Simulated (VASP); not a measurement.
# C (I4_1/amd) in VASP: further runs

C is run at these levels: HSE06; tasks: single point.

Program: VASP 6.6.1. These are calculated values, not measurements. Logs are shortened: lines on timing, memory, paths and dates and some standing lists are left out, and cuts for length are marked.

## Step 1: The cell of the first run

The structure is tetragonal, space group I4_1/amd (No. 141). The conventional cell has a = 2.517 Å, b = 2.517 Å, c = 3.489 Å, α = 90.00°, β = 90.00°, γ = 90.00°. C (site symmetry -4m2) has 4 C at 1.53 Å within 2.0 Å.

## Step 2: Single point, HSE06 (uniaxial z strain -2.0%)

File POSCAR:

```
C
1.0
    0.0000000000      1.7801241425      1.7445216597
    1.7801241425      0.0000000000      1.7445216597
    1.7801241425      1.7801241425      0.0000000000
C
2
Direct
    0.0000000000      0.0000000000      0.0000000000
    0.2500000000      0.2500000000      0.2500000000
```

File INCAR.step1:

```
SYSTEM = C
PREC = Accurate
ENCUT = 520
EDIFF = 1E-5
ISMEAR = 0
SIGMA = 0.01
LREAL = .False.
LASPH = .True.
NELM = 80
ALGO = Normal
ISIF = 2
LWAVE = .True.
LCHARG = .False.
GGA = PE
NBANDS = 11
```

File INCAR.step2:

```
SYSTEM = C
PREC = Accurate
ENCUT = 520
EDIFF = 1E-6
ISMEAR = 0
SIGMA = 0.01
LREAL = .False.
LASPH = .True.
NELM = 80
ALGO = Normal
ISIF = 2
LWAVE = .False.
LCHARG = .False.
GGA = PE
LHFCALC = .True.
HFSCREEN = 0.2079
PRECFOCK = Normal
ISTART = 1
NBANDS = 11
```

File KPOINTS:

```
Automatic mesh
0
Gamma
  8 8 8
  0 0 0
```

Potentials or basis: VASP PAW PBE potentials, release 64 (C).

Run with:

```
> cat potpaw_PBE.64/C/POTCAR > POTCAR
> cp INCAR.step1 INCAR
> mpirun -np 1 vasp_std > vasp.out
> cp INCAR.step2 INCAR
> mpirun -np 1 vasp_std > vasp.out
```

OUTCAR:

```text
SYSTEM = C
   PREC = Accurate
   ENCUT = 520
   EDIFF = 1E-6
   ISMEAR = 0
   LREAL = .False.
   LASPH = .True.
   NELM = 80
   ISIF = 2
   GGA = PE
   LHFCALC = .True.
   HFSCREEN = 0.2079
   PRECFOCK = Normal
   ISTART = 1

 ion  position               nearest neighbor table
   1  0.000  0.000  0.000-   2 1.53   2 1.53   2 1.53   2 1.53
   2  0.250  0.250  0.250-   1 1.53   1 1.53   1 1.53   1 1.53

  LATTYP: Found a body centered tetragonal cell.
 ALAT       =     2.5174757050
 C/A-ratio  =     1.3859292912

  Lattice vectors:

 A1 = (   0.0000000000,  -1.7801241425,  -1.7445216597)
 A2 = (   0.0000000000,   1.7801241425,  -1.7445216597)
 A3 = (   1.7801241425,   0.0000000000,   1.7445216597)

Analysis of symmetry for initial positions (statically):
=====================================================================
 Subroutine PRICEL returns:
 Original cell was already a primitive cell.

 Routine SETGRP: Setting up the symmetry group for a
 body centered tetragonal supercell.

 Subroutine GETGRP returns: Found 16 space group operations
 (whereof  8 operations were pure point group operations)
 out of a pool of 16 trial point group operations.

The static configuration has the point symmetry D_2d.
 The point group associated with its full space group is D_4h.

Analysis of symmetry for dynamics (positions and initial velocities):
=====================================================================
 Subroutine PRICEL returns:
 Original cell was already a primitive cell.

 Routine SETGRP: Setting up the symmetry group for a
 body centered tetragonal supercell.

 Subroutine GETGRP returns: Found 16 space group operations
 (whereof  8 operations were pure point group operations)
 out of a pool of 16 trial point group operations.

The dynamic configuration has the point symmetry D_2d.
 The point group associated with its full space group is D_4h.

 Subroutine INISYM returns: Found 16 space group operations
 (whereof  8 operations are pure point group operations),
 and found     1 'primitive' translations

----------------------------------------------------------------------------------------

                                     Primitive cell

  volume of cell :      11.0562

  direct lattice vectors                    reciprocal lattice vectors
     0.000000000  1.780124143  1.744521660    -0.280879287  0.280879287  0.286611517
     1.780124143  0.000000000  1.744521660     0.280879287 -0.280879287  0.286611517
     1.780124143  1.780124143  0.000000000     0.280879287  0.280879287 -0.286611517

  length of vectors
     2.492428090  2.492428090  2.517475705     0.489829062  0.489829062  0.489829062

  position of ions in fractional coordinates (direct lattice)
     0.000000000  0.000000000  0.000000000
     0.250000000  0.250000000  0.250000000

  ion indices of the primitive-cell ions
   primitive index   ion index
                 1           1
                 2           2

----------------------------------------------------------------------------------------

 KPOINTS: Automatic mesh

Automatic generation of k-mesh.
 Grid dimensions read from file:
 generate k-points for:    8    8    8

 Generating k-lattice:

  Cartesian coordinates                     Fractional coordinates (reciprocal lattice)
    -0.035109911  0.035109911  0.035826440     0.125000000  0.000000000  0.000000000
     0.035109911 -0.035109911  0.035826440     0.000000000  0.125000000  0.000000000
     0.035109911  0.035109911 -0.035826440     0.000000000  0.000000000  0.125000000

  Length of vectors
     0.061228633  0.061228633  0.061228633

  Shift w.r.t. Gamma in fractional coordinates (k-lattice)
     0.000000000  0.000000000  0.000000000

 Subroutine IBZKPT returns following result:
 ===========================================

 Found     59 irreducible k-points:

 Following reciprocal coordinates:
            Coordinates               Weight
  0.000000  0.000000  0.000000      1.000000
  0.125000  0.000000  0.000000      8.000000
  0.250000  0.000000  0.000000      8.000000
  0.375000  0.000000  0.000000      8.000000
  0.500000  0.000000  0.000000      4.000000
  0.125000  0.125000  0.000000      2.000000
[... 16 lines left out ...]
  0.250000  0.000000  0.125000     16.000000
  0.375000 -0.000000  0.125000     16.000000
 [... further k-points ...]
   k-points           NKPTS =     59   k-points in BZ     NKDIM =    512   number of bands    NBANDS=     11
   number of dos      NEDOS =    301   number of ions     NIONS =      2
   total plane-waves  NPLWV =   8000
   dimension x,y,z NGX =    20 NGY =   20 NGZ =   20
   dimension x,y,z NGXF=    40 NGYF=   40 NGZF=   40
   ions per type =               2
   NGX,Y,Z   is equivalent  to a cutoff of  13.34, 13.34, 13.21 a.u.
   NGXF,Y,Z  is equivalent  to a cutoff of  26.68, 26.68, 26.41 a.u.
 SYSTEM =  C
   PREC   = accura    normal or accurate (medium, high low for compatibility)
   ISTART =      1    job   : 0-new  1-cont  2-samecut
   ICHARG =      0    charge: 1-file 2-atom 10-const
   ISPIN  =      1    spin polarized calculation?
   LNONCOLLINEAR =      F non collinear calculations
   LSORBIT =      F    spin-orbit coupling
   LASPH  =      T    aspherical Exc in radial PAW
   ENCUT  =  520.0 eV  38.22 Ry    6.18 a.u.   4.63  4.63  4.68*2*pi/ulx,y,z
   NELM   =     80;   NELMIN=  2; NELMDL=  0     # of ELM steps
   EDIFF  = 0.1E-05   stopping-criterion for ELM
   LREAL  =      F    real-space projection
   EDIFFG = 0.1E-04   stopping-criterion for IOM
   NSW    =      0    number of steps for IOM
   IBRION =     -1    ionic relax: 0-MD 1-quasi-New 2-CG
   NFREE  =      0    steps in history (QN), initial steepest desc. (CG)
   ISIF   =      2    stress and relaxation
   ISYM   =      3    0-nonsym 1-usesym 2-fastsym
   POTIM  = 0.5000    time-step for ionic-motion
   TEBEG  =    0.0;   TEEND  =   0.0 temperature during run
   PSTRESS=    0.0 pullay stress
   NELECT =       8.0000    total number of electrons
   NUPDOWN=      -1.0000    fix difference up-down
   EMIN   =  10.00;   EMAX   =-10.00  energy-range for DOS
   EFERMI =   0.00;   METHOD = LEGACY
   ISMEAR =     0;   SIGMA  =   0.01  broadening in eV -4-tet -1-fermi 0-gaus
   EFERMI_NEDOS =   21; number of points for ismear=-14 and -15
   IALGO  =     38    algorithm
   IMIX   =      1    mixing-type and parameters
     AMIX     =   0.40;   BMIX     =  1.00
     AMIX_MAG =   1.60;   BMIX_MAG =  1.00
  volume/ion in A,a.u.               =       5.53        37.31
  Fermi-wavevector in a.u.,A,eV,Ry     =   1.469724  2.777376 29.389798  2.160089
  Thomas-Fermi vector in A             =   2.585067
   LORBIT       =      0    0 simple, 1 ext, 2 COOP (PROOUT), +10 PAW based schemes
   GGA     = PE    functional components
   LHFCALC =     T    Hartree Fock is set to
   PRECFOCK=normal    Normal, Fast or Accurate (Low or Medium for compatibility)
   ENCUT4O =  -1.0   cutoff for four orbital integrals eV
   NKREDX  =     1    reduce k-point grid by
   NKREDY  =     1    reduce k-point grid by
   NKREDZ  =     1    reduce k-point grid by
   AEXX    =    0.2500 exact exchange contribution
   HFSCREEN=    0.2079 screening length (either q_TF or 0.3 A-1)
   HFSCREENC=   0.2079 screening length for correlation (either q_TF or 0.3 A-1)
   ENCUTFOCK=  -1.0 apply spherical cutoff to Coloumb kernel
   IVDW    =     0    specifies the selected vdW correction
   LEPSILON=     F    determine dielectric tensor
   LRPA    =     F    only Hartree local field effects (RPA)
 non-spin polarized calculation
 Gauss-broadening in eV      SIGMA  =   0.01
  energy-cutoff  :      520.00
  volume of cell :       11.06
 maximum number of plane-waves:       310
  NGX = 14; NGY = 14; NGZ = 16

 number of electron       7.9999999 magnetization

 Free energy of the ion-electron system (eV)
  ---------------------------------------------------
  ext. energy  EPLUGINS =         0.00000000
  ---------------------------------------------------
  free energy    TOTEN  =       -21.04131917 eV

  energy without entropy =      -21.04131917  energy(sigma->0) =      -21.04131917

 E-fermi :   9.9230     XC(G=0): -10.9225

 val. band max:        9.6963354441   @ k =   0.0000   0.0000   0.0000
 cond. band min:      14.4874460001   @ k =   0.3750   0.3750   0.0000
 fundamental gap:      4.7911105561
 Fermi energy:         9.9230462464

 k-point     1 :       0.0000    0.0000    0.0000
  band No.  band energies     occupation
      1     -14.4170      2.00000
      2       9.3783      2.00000
      3       9.3783      2.00000
      4       9.6963      2.00000
      5      16.3630      0.00000
      6      16.6243      0.00000
      7      16.6243      0.00000
      8      25.3602      0.00000
      9      30.6844      0.00000
     10      37.5317      0.00000
     11      38.5608      0.00000

 k-point     2 :       0.1250    0.0000    0.0000
  band No.  band energies     occupation
      1     -13.9411      2.00000
      2       6.8220      2.00000
      3       8.6520      2.00000
      4       8.8974      2.00000
      5      17.3492      0.00000
      6      17.5534      0.00000
      7      17.9794      0.00000
      8      25.7131      0.00000
      9      31.4288      0.00000
     10      34.4841      0.00000
     11      35.0989      0.00000

 k-point     3 :       0.2500    0.0000    0.0000
  band No.  band energies     occupation
      1     -12.5268      2.00000
      2       2.1421      2.00000
      3       7.3944      2.00000
      4       7.6993      2.00000
      5      18.7990      0.00000
      6      18.9633      0.00000
      7      19.5025      0.00000
      8      26.5702      0.00000
      9      32.2878      0.00000
     10      33.5825      0.00000
     11      33.9257      0.00000
[... 267 lines left out ...]
 k-point    23 :       0.2500    0.0000    0.1250
  band No.  band energies     occupation
      1     -12.6981      2.00000
      2       3.8434      2.00000
      3       6.3611      2.00000
      4       7.1580      2.00000
      5      16.8991      0.00000
      6      20.4244      0.00000
      7      20.9744      0.00000
      8      24.4201      0.00000
      9      31.6452      0.00000
     10      32.7829      0.00000
     11      37.3918      0.00000

 k-point    24 :       0.3750   -0.0000    0.1250
  band No.  band energies     occupation
      1     -10.7051      2.00000
      2      -0.6583      2.00000
      3       5.5892      2.00000
      4       5.8706      2.00000
      5      18.1346      0.00000
      6      21.1471      0.00000
      7      21.7836      0.00000
      8      25.0915      0.00000
      9      32.8043      0.00000
     10      33.6835      0.00000
     11      37.9323      0.00000

 [... further k-points ...]

------------------------ aborting loop because EDIFF is reached ----------------------------------------

  FORCE on cell =-STRESS in cart. coord.  units (eV):
  Direction    XX          YY          ZZ          XY          YZ          ZX
  --------------------------------------------------------------------------------------
  -------------------------------------------------------------------------------------
  Total       -0.1366104     -0.1366104      1.2373573      0.0000000      0.0000000      0.0000000
  in kB      -19.7964538    -19.7964538    179.3076302      0.0000000      0.0000000      0.0000000
  external PRESSURE =      46.5715742 kB  Pullay stress =       0.0000000 kB

 VOLUME and BASIS-vectors are now :
 -----------------------------------------------------------------------------
  energy-cutoff  :      520.00
  volume of cell :       11.06
      direct lattice vectors                 reciprocal lattice vectors
     0.000000000  1.780124143  1.744521660    -0.280879287  0.280879287  0.286611517
     1.780124143  0.000000000  1.744521660     0.280879287 -0.280879287  0.286611517
     1.780124143  1.780124143  0.000000000     0.280879287  0.280879287 -0.286611517

 POSITION                                       TOTAL-FORCE (eV/Angst)
 -----------------------------------------------------------------------------------
      0.00000      0.00000      0.00000         0.000000      0.000000     -0.000000
      0.89006      0.89006      0.87226        -0.000000     -0.000000      0.000000
 -----------------------------------------------------------------------------------
    total drift:                                0.000000      0.000000     -0.000000

  FREE ENERGIE OF THE ION-ELECTRON SYSTEM (eV)
  ---------------------------------------------------
  free  energy   TOTEN  =       -21.0413191746 eV

  energy  without entropy=      -21.0413191746  energy(sigma->0) =      -21.04131917
```

Run time: 26 min. Hardware: 1 thread of Intel Xeon Platinum 8259CL at 2.50GHz (Skylake/Cascade Lake), shared host; peak memory 0.22 GiB.

Results:

- Free energy: -21.0413 eV
- Pressure: 4.7 GPa
- Band gap on the k mesh: 4.79 eV (least direct gap 6.67 eV)

Stress tensor (GPa, compression positive):
```
-1.98  0.00  0.00
 0.00 -1.98  0.00
 0.00  0.00 17.93
```

Caveat: the cell differs from its parent crystal (uniaxial z strain -2.0%); the cell stands under pressure; the PAW data sets were made with another functional, which shifts forces and pressure a little. A k mesh can miss the band edges.

[end of part 1 of 2]
